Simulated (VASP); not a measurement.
Runs of VASP 6.6.1 on PbO2. The structure is that of space group R-3m (No. 166), or close to it. The cells are those of the table. 

```csv
task,level,potentials or basis,cell,cutoff (eV),gap on the mesh (eV),pressure (GPa),largest force (eV/Å)
single point,PBE,"VASP PAW PBE potentials, release 64 (Pb_d, O)","a = 4.693 Å, angles 43.2°, 3 atoms",520,none,1.1,0.03
relaxation of shape and atoms at fixed volume,PBE,"VASP PAW PBE potentials, release 64 (Pb_d, O)","relaxed from a = 4.993 Å, angles 40.6°, 3 atoms",600,0.27,-0.6,-
single point,PBEsol,"VASP PAW PBE potentials, release 64 (Pb_d, O)","a = 4.873 Å, angles 41.4°, 3 atoms",520,-,-4.5,(a)
single point,PBE,"VASP PAW PBE potentials, release 64 (Pb_d, O)","a = 4.783 Å, angles 42.3°, 3 atoms",520,-,0.6,0.04
single point,PBE,"VASP PAW PBE potentials, release 64 (Pb_d, O)","a = 4.873 Å, angles 41.4°, 3 atoms",520,0.11,0.3,0.03
single point,PBE,"VASP PAW PBE potentials, release 64 (Pb_d, O)","a = 4.961 Å, angles 40.6°, 3 atoms",520,(b),0.0,0.03
single point,LDA,"VASP PAW LDA potentials, release 64 (Pb_d, O)","a = 4.873 Å, angles 41.4°, 3 atoms",520,-,(c),0.38
```

Alike in all rows: no spin polarisation; k mesh 12 × 12 × 12; smearing gaussian 0.05 eV.

Task: Estimate the missing entries.

Result: (a) 0.19; (b) 0.20; (c) -8.1.

Caveats: spin-orbit coupling is left out, which moves the levels of the heavy elements; the PAW data sets were made with another functional, which shifts forces and pressure a little (some runs).

A k mesh can miss the band edges, and the runs leave out spin-orbit coupling on Pb.

A gap of «none» marks levels without a gap at the run's occupations.
